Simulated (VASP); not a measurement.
Input of a VASP 6.6.1 run:

The input INCAR:

```
PREC = Accurate ; ENCUT = 600
EDIFF = 1E-6 ; ISMEAR = 0
SIGMA = 0.1 ; LREAL = F
LASPH = T ; NELM = 60
ALGO = Fast ; ISIF = 3
LWAVE = F ; LCHARG = F
GGA = PE ; IVDW = 12
IBRION = 2 ; NSW = 100
EDIFFG = -0.005
```

Contents of KPOINTS:

```
regular mesh
0
Gamma
  18 18 18
```

The input POSCAR:

```
Ta
1.0
   -1.6512800000      1.6512800000      1.6512800000
    1.6512800000     -1.6512800000      1.6512800000
    1.6512800000      1.6512800000     -1.6512800000
Ta
1
Direct
    0.0000000000      0.0000000000      0.0000000000
```

Potentials or basis: VASP PAW PBE potentials, release 64 (Ta_pv).

Run with:

```sh
$ cat potpaw_PBE.64/Ta_pv/POTCAR > POTCAR
$ mpirun -np 1 vasp_std > vasp.out
```

Task: Estimate the dispersion energy per atom.

Result: -0.673 eV.

Task: What does it give for the space group after relaxing (to 0.05 Å)?

Result: Im-3m (No. 229).

Task: Estimate the relaxed cell.

Result: a = 2.846 Å, b = 2.846 Å, c = 2.846 Å, α = 109.47°, β = 109.47°, γ = 109.47°.

Task: Predict the relaxed volume.

Result: 17.74 Å³/atom.

Final structure:
```
CELL_PARAMETERS angstrom
-1.64301 1.64301 1.64301
1.64301 -1.64301 1.64301
1.64301 1.64301 -1.64301
ATOMIC_POSITIONS crystal
Ta 0.00000 0.00000 0.00000
```

Caveat: pairwise dispersion overbinds metals, which lowers pressure and volume.
